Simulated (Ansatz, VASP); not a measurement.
## One calculation of Te, two programs

```xyz
1
Lattice="2.3716 1.3693 1.7281 -2.3716 1.3693 1.7281 0.0000 -2.7385 1.7281" Properties=species:S:1:pos:R:3 pbc="T T T"
Te    0.0000    0.0000    2.5922
```

Alike in both runs: task single point; functional PBEsol; k mesh 15 × 15 × 15; occupations gaussian, width 0.15 eV; no spin polarisation.

|  | VASP | Ansatz |
| --- | --- | --- |
| version | VASP 6.6.1 | Ansatz 0.2.0 |
| potentials or method | VASP PAW PBE potentials, release 64 (Te), cutoff 520 eV | scalar-relativistic, plane waves, PAW |
| valence electrons in the cell | 6 | 16 |

Ansatz gave:

```
gap on the k mesh at the Fermi level (eV)                     : none
pressure (GPa)                                                : -4.1
traceless stress, the component that is largest in VASP (GPa) : 0.78
```

Question: What did VASP give for the same quantities?

Answer: gap on the k mesh at the Fermi level (eV): none; pressure (GPa): -4.1; traceless stress, the component that is largest in VASP (GPa): 0.77.

VASP's potentials were made for PBE, not for PBEsol. A gap of «none» marks a metal or a gap that the smearing closes. VASP's potentials hold 6 valence electrons a cell and Ansatz's 16, so a difference there can come from the potentials and not from the codes.

Spin-orbit coupling is off throughout.
